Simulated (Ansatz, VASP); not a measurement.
Two plane-wave programs on Si16CO

```
Si C O
1.0
     7.73541    0.00000    0.00000
     0.00000    7.73541    0.00000
     0.00000    0.00000   22.11192
Si C O
16 1 1
Cartesian
  0.0000 1.9339 4.0000
  0.0000 5.8016 4.0000
  3.8677 1.9339 4.0000
  3.8677 5.8016 4.0000
  0.0000 0.0000 5.3674
  0.0000 3.8677 5.3674
  3.8677 0.0000 5.3674
  3.8677 3.8677 5.3674
  1.9339 0.0000 6.7707
  1.9339 3.8677 6.7707
  5.8016 0.0000 6.7707
  5.8016 3.8677 6.7707
  1.9339 1.9339 8.1119
  1.9339 5.8016 8.1119
  5.8016 1.9339 8.1119
  5.8016 5.8016 8.1119
  3.8677 5.8016 7.2019
  3.7900 6.0916 8.3224
```

Alike in both runs: task single point; functional PBE; k mesh 4 × 4 × 1; occupations gaussian, width 0.05 eV; no spin polarisation.

|  | VASP | Ansatz |
| --- | --- | --- |
| version | VASP 6.6.1 | Ansatz 0.2.0 |
| potentials or method | VASP PAW PBE potentials, release 64 (Si, C, O), cutoff 520 eV | scalar-relativistic, plane waves, PAW |
| valence electrons in the cell | 74 | 74 |

|  | VASP | Ansatz | Ansatz less VASP |
| --- | --- | --- | --- |
| gap on the k mesh at the Fermi level (eV) | none | none | - |
| rms of the force components (eV/Å) | 2.019 | 1.864 | -0.1546 |

Atom by atom the forces differ by 0.158 eV/Å (rms over components). A gap of «none» marks a metal or a gap that the smearing closes. The functional is the same, so the differences come from potentials, cutoffs and numerics.

Noted on VASP's run: the standard files for N, O and F lose accuracy on very short bonds.
